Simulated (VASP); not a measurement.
# F (C2/m) in VASP: notebook

The runs below take F through single point, with PBEsol.

All numbers are computed with VASP 6.6.1; they aren't measurements. Logs are shortened: lines on timing, memory, paths and dates and some standing lists are left out, and cuts for length are marked.

## (1) The cell of the first run

It takes space group C2/m (No. 12, monoclinic). The conventional cell has a = 6.219 Å, b = 3.564 Å, c = 7.507 Å, α = 90.00°, β = 112.50°, γ = 90.00°. F (site symmetry m) has 1 F at 1.40 Å within 1.9 Å. F (site symmetry m) has 1 F at 1.40 Å within 1.9 Å.

## (2) Single point, PBEsol

INCAR reads:

```
SYSTEM = F
PREC = Accurate
ENCUT = 520
EDIFF = 1E-6
ISMEAR = 0
SIGMA = 0.05
LREAL = .FALSE.
LASPH = .TRUE.
NELM = 80
ALGO = Normal
ISIF = 2
LWAVE = .FALSE.
LCHARG = .TRUE.
GGA = PS
LELF = .TRUE.
LVHAR = .TRUE.
NBANDS = 22
```

KPOINTS reads:

```
Automatic mesh
0
G
  4 4 2
  0 0 0
```

POSCAR reads:

```
F
1.0
    3.1004838602     -1.7819543364     -0.2391360627
    3.1004838602      1.7819543364     -0.2391360627
   -2.3313270155      0.0000000000      7.1362390124
F
4
Direct
    0.0848459664      0.0848459664      0.0940038325
    0.9151540336      0.9151540336      0.9059961675
    0.5015719855      0.5015719855      0.5937195244
    0.4984280145      0.4984280145      0.4062804756
```

Potentials or basis: VASP PAW PBE potentials, release 64 (F).

Launch:

```bash
> cat potpaw_PBE.64/F/POTCAR > POTCAR
> mpirun -np 1 vasp_std > vasp.out
```

OUTCAR:

```text
SYSTEM = F
   PREC = Accurate
   ENCUT = 520
   EDIFF = 1E-6
   ISMEAR = 0
   LREAL = .FALSE.
   LASPH = .TRUE.
   NELM = 80
   ISIF = 2
   GGA = PS

 ion  position               nearest neighbor table
   1  0.085  0.085  0.094-   2 1.40
   2  0.915  0.915  0.906-   1 1.40
   3  0.502  0.502  0.594-   4 1.40
   4  0.498  0.498  0.406-   3 1.40

  LATTYP: Found a base centered monoclinic cell.
 ALAT       =     6.2193846074
 B/A-ratio  =     0.5730323654
 C/A-ratio  =     1.2070962569
 COS(beta)  =    -0.3827161857

  Lattice vectors:

 A1 = (   3.1004838602,  -1.7819543364,  -0.2391360627)
 A2 = (   3.1004838602,   1.7819543364,  -0.2391360627)
 A3 = (  -2.3313270155,   0.0000000000,   7.1362390124)

Analysis of symmetry for initial positions (statically):
=====================================================================
 Subroutine PRICEL returns:
 Original cell was already a primitive cell.

 Routine SETGRP: Setting up the symmetry group for a
 base centered monoclinic supercell.

 Subroutine GETGRP returns: Found  4 space group operations
 (whereof  4 operations were pure point group operations)
 out of a pool of  4 trial point group operations.

The static configuration has the point symmetry C_2h.

Analysis of symmetry for dynamics (positions and initial velocities):
=====================================================================
 Subroutine PRICEL returns:
 Original cell was already a primitive cell.

 Routine SETGRP: Setting up the symmetry group for a
 base centered monoclinic supercell.

 Subroutine GETGRP returns: Found  4 space group operations
 (whereof  4 operations were pure point group operations)
 out of a pool of  4 trial point group operations.

The dynamic configuration has the point symmetry C_2h.

 Subroutine INISYM returns: Found  4 space group operations
 (whereof  4 operations are pure point group operations),
 and found     1 'primitive' translations

----------------------------------------------------------------------------------------

                                     Primitive cell

  volume of cell :      76.8674

  direct lattice vectors                    reciprocal lattice vectors
     3.100483860 -1.781954336 -0.239136063     0.165433587 -0.280590804  0.054045246
     3.100483860  1.781954336 -0.239136063     0.165433587  0.280590804  0.054045246
    -2.331327015  0.000000000  7.136239012     0.011087391  0.000000000  0.143751959

  length of vectors
     3.584068565  3.584068565  7.507395880     0.330182313  0.330182313  0.144178902

  position of ions in fractional coordinates (direct lattice)
     0.084845966  0.084845966  0.094003833
     0.915154034  0.915154034  0.905996167
     0.501571985  0.501571985  0.593719524
     0.498428014  0.498428014  0.406280476

  ion indices of the primitive-cell ions
   primitive index   ion index
                 1           1
                 2           2
                 3           3
                 4           4

----------------------------------------------------------------------------------------

 KPOINTS: Automatic mesh

Automatic generation of k-mesh.
 Grid dimensions read from file:
 generate k-points for:    4    4    2

 Generating k-lattice:

  Cartesian coordinates                     Fractional coordinates (reciprocal lattice)
     0.041358397 -0.070147701  0.013511311     0.250000000  0.000000000 -0.000000000
     0.041358397  0.070147701  0.013511311     0.000000000  0.250000000 -0.000000000
     0.005543696  0.000000000  0.071875979     0.000000000  0.000000000  0.500000000

  Length of vectors
     0.082545578  0.082545578  0.072089451

  Shift w.r.t. Gamma in fractional coordinates (k-lattice)
     0.000000000  0.000000000  0.000000000

 Subroutine IBZKPT returns following result:
 ===========================================

 Found     14 irreducible k-points:

 Following reciprocal coordinates:
            Coordinates               Weight
  0.000000  0.000000  0.000000      1.000000
  0.250000  0.000000 -0.000000      4.000000
  0.500000  0.000000 -0.000000      2.000000
  0.250000  0.250000 -0.000000      2.000000
  0.500000  0.250000  0.000000      4.000000
 -0.250000  0.250000  0.000000      2.000000
  0.500000  0.500000 -0.000000      1.000000
  0.000000  0.000000  0.500000      1.000000
  0.250000  0.000000  0.500000      4.000000
  0.500000  0.000000  0.500000      2.000000
  0.250000  0.250000  0.500000      2.000000
  0.500000  0.250000  0.500000      4.000000
 -0.250000  0.250000  0.500000      2.000000
  0.500000  0.500000  0.500000      1.000000
   k-points           NKPTS =     14   k-points in BZ     NKDIM =     14   number of bands    NBANDS=     22
   number of dos      NEDOS =    301   number of ions     NIONS =      4
   total plane-waves  NPLWV =  43904
   dimension x,y,z NGX =    28 NGY =   28 NGZ =   56
   dimension x,y,z NGXF=    56 NGYF=   56 NGZF=  112
   ions per type =               4
   NGX,Y,Z   is equivalent  to a cutoff of  12.99, 12.99, 12.40 a.u.
   NGXF,Y,Z  is equivalent  to a cutoff of  25.98, 25.98, 24.80 a.u.
 SYSTEM =  F
   PREC   = accura    normal or accurate (medium, high low for compatibility)
   ISTART =      0    job   : 0-new  1-cont  2-samecut
   ICHARG =      2    charge: 1-file 2-atom 10-const
   ISPIN  =      1    spin polarized calculation?
   LNONCOLLINEAR =      F non collinear calculations
   LSORBIT =      F    spin-orbit coupling
   LASPH  =      T    aspherical Exc in radial PAW
   ENCUT  =  520.0 eV  38.22 Ry    6.18 a.u.   6.66  6.66 13.96*2*pi/ulx,y,z
   NELM   =     80;   NELMIN=  2; NELMDL= -5     # of ELM steps
   EDIFF  = 0.1E-05   stopping-criterion for ELM
   LREAL  =      F    real-space projection
   EDIFFG = 0.1E-04   stopping-criterion for IOM
   NSW    =      0    number of steps for IOM
   IBRION =     -1    ionic relax: 0-MD 1-quasi-New 2-CG
   NFREE  =      0    steps in history (QN), initial steepest desc. (CG)
   ISIF   =      2    stress and relaxation
   ISYM   =      2    0-nonsym 1-usesym 2-fastsym
   POTIM  = 0.5000    time-step for ionic-motion
   TEBEG  =    0.0;   TEEND  =   0.0 temperature during run
   PSTRESS=    0.0 pullay stress
   NELECT =      28.0000    total number of electrons
   NUPDOWN=      -1.0000    fix difference up-down
   EMIN   =  10.00;   EMAX   =-10.00  energy-range for DOS
   EFERMI =   0.00;   METHOD = LEGACY
   ISMEAR =     0;   SIGMA  =   0.05  broadening in eV -4-tet -1-fermi 0-gaus
   EFERMI_NEDOS =   21; number of points for ismear=-14 and -15
   IALGO  =     38    algorithm
   IMIX   =      4    mixing-type and parameters
     AMIX     =   0.40;   BMIX     =  1.00
     AMIX_MAG =   1.60;   BMIX_MAG =  1.00
  volume/ion in A,a.u.               =      19.22       129.68
  Fermi-wavevector in a.u.,A,eV,Ry     =   1.169177  2.209423 18.598807  1.366974
  Thomas-Fermi vector in A             =   2.305653
   LORBIT       =      0    0 simple, 1 ext, 2 COOP (PROOUT), +10 PAW based schemes
   GGA     = PS    functional components
   LHFCALC =     F    Hartree Fock is set to
   AEXX    =    0.0000 exact exchange contribution
   IVDW    =     0    specifies the selected vdW correction
   LEPSILON=     F    determine dielectric tensor
   LRPA    =     F    only Hartree local field effects (RPA)
 non-spin polarized calculation
 Gauss-broadening in eV      SIGMA  =   0.05
  energy-cutoff  :      520.00
  volume of cell :       76.87
 maximum number of plane-waves:      2097
 NGX is ok and might be reduce to    28
   NGX = 13   NGY = 13   NGZ = 27

 number of electron      28.0000018 magnetization

 Free energy of the ion-electron system (eV)
  ---------------------------------------------------
  ext. energy  EPLUGINS =         0.00000000
  ---------------------------------------------------
  free energy    TOTEN  =        -7.79534626 eV

  energy without entropy =       -7.79534626  energy(sigma->0) =       -7.79534626

 E-fermi :  -5.4484     XC(G=0):  -6.7565

 val. band max:       -5.7768150488   @ k =   0.5000   0.5000  -0.0000
 cond. band min:      -2.7657353799   @ k =   0.0000   0.0000   0.0000
 fundamental gap:      3.0110796689
 Fermi energy:        -5.4483730744

 k-point     1 :       0.0000    0.0000    0.0000
  band No.  band energies     occupation
      1     -30.8943      2.00000
      2     -30.7374      2.00000
      3     -24.2714      2.00000
      4     -24.0149      2.00000
      5     -12.4586      2.00000
      6     -11.8726      2.00000
[... 14 lines left out ...]
     21      13.5513      0.00000
     22      14.2494      0.00000

 k-point     2 :       0.2500    0.0000   -0.0000
  band No.  band energies     occupation
      1     -30.8733      2.00000
      2     -30.7257      2.00000
      3     -24.2295      2.00000
      4     -24.0390      2.00000
      5     -12.3720      2.00000
      6     -11.9502      2.00000
[... 14 lines left out ...]
     21      11.3013      0.00000
     22      12.9399      0.00000

 k-point     3 :       0.5000    0.0000   -0.0000
  band No.  band energies     occupation
      1     -30.8523      2.00000
      2     -30.7142      2.00000
      3     -24.1687      2.00000
      4     -24.0818      2.00000
      5     -12.2019      2.00000
      6     -12.1102      2.00000
[... 14 lines left out ...]
     21      10.1064      0.00000
     22      10.3848      0.00000
[... 226 lines left out ...]
 k-point    13 :      -0.2500    0.2500    0.5000
  band No.  band energies     occupation
      1     -30.8523      2.00000
      2     -30.7143      2.00000
      3     -24.1690      2.00000
      4     -24.0821      2.00000
      5     -12.1977      2.00000
      6     -12.1084      2.00000
[... 14 lines left out ...]
     21      10.5154      0.00000
     22      10.5249      0.00000

 k-point    14 :       0.5000    0.5000    0.5000
  band No.  band energies     occupation
      1     -30.8487      2.00000
      2     -30.7108      2.00000
      3     -24.1810      2.00000
      4     -24.0938      2.00000
      5     -12.2227      2.00000
      6     -12.1339      2.00000
[... 14 lines left out ...]
     21       9.0446      0.00000
     22       9.2274      0.00000

------------------------ aborting loop because EDIFF is reached ----------------------------------------

  FORCE on cell =-STRESS in cart. coord.  units (eV):
  Direction    XX          YY          ZZ          XY          YZ          ZX
  --------------------------------------------------------------------------------------
  -------------------------------------------------------------------------------------
  Total       -0.0745771     -0.2480711      0.8106033      0.0000000      0.0000000      0.0664026
  in kB       -1.5544390     -5.1706416     16.8957189      0.0000000      0.0000000      1.3840546
  external PRESSURE =       3.3902128 kB  Pullay stress =       0.0000000 kB

 VOLUME and BASIS-vectors are now :
 -----------------------------------------------------------------------------
  energy-cutoff  :      520.00
  volume of cell :       76.87
      direct lattice vectors                 reciprocal lattice vectors
     3.100483860 -1.781954336 -0.239136063     0.165433587 -0.280590804  0.054045246
     3.100483860  1.781954336 -0.239136063     0.165433587  0.280590804  0.054045246
    -2.331327015  0.000000000  7.136239012     0.011087391  0.000000000  0.143751959

 POSITION                                       TOTAL-FORCE (eV/Angst)
 -----------------------------------------------------------------------------------
      0.30697      0.00000      0.63025         0.190560      0.000000      0.388874
      3.56267      0.00000      6.02771        -0.190560      0.000000     -0.388874
      1.72608      0.00000      3.99704        -0.126006      0.000000      0.409972
      2.14356      0.00000      2.66093         0.126006      0.000000     -0.409972
 -----------------------------------------------------------------------------------
    total drift:                                0.000000      0.000000     -0.000000

  FREE ENERGIE OF THE ION-ELECTRON SYSTEM (eV)
  ---------------------------------------------------
  free  energy   TOTEN  =        -7.7953462649 eV

  energy  without entropy=       -7.7953462649  energy(sigma->0) =       -7.79534626
```

It took 34 s on 1 thread of Intel Xeon Platinum 8488C (Sapphire Rapids), shared host; peak memory 0.15 GiB.

Results:

```yaml
Free_energy: -7.7953 eV
Pressure: 0.3 GPa
Largest_force: 0.433 eV/Å
Band_gap_on_the_k_mesh: 3.01 eV (least direct gap 3.10 eV)
```

Forces on the atoms (eV/Å):
```
F    0.191  0.000  0.389
F   -0.191  0.000 -0.389
F   -0.126  0.000  0.410
F    0.126  0.000 -0.410
```

Levels at points of the mesh, in eV from the valence-band top:
```
           k point  band 10  band 11  band 12  band 13  band 14  band 15  band 16  band 17  band 18  band 19
(0.00, 0.00, 0.00)    -3.50    -0.33    -0.17    -0.11    -0.09     3.01     3.77     8.61    11.06    12.02
(0.50, 0.00, 0.00)    -3.59    -0.36    -0.29    -0.29    -0.17     3.42     3.51    12.48    12.63    14.15
(0.50, 0.50, 0.00)    -3.56    -0.33    -0.28    -0.19     0.00     3.37     3.50    12.79    13.00    13.17
(0.00, 0.00, 0.50)    -3.50    -0.29    -0.17    -0.17    -0.09     3.33     3.41     9.45     9.47    14.66
(0.50, 0.00, 0.50)    -3.55    -0.47    -0.33    -0.20    -0.07     3.25     3.65    12.39    13.23    13.46
(0.50, 0.50, 0.50)    -3.61    -0.36    -0.25    -0.18    -0.10     3.41     3.50    12.42    12.55    14.59
```

Caveat: the k points lie up to 0.52 Å⁻¹ apart; this functional lacks dispersion, which holds the molecules together, so the pressure and a relaxed volume are unreliable; the PAW data sets were made with another functional, which shifts forces and pressure a little. A k mesh can miss the band edges.

[end of part 1 of 2]
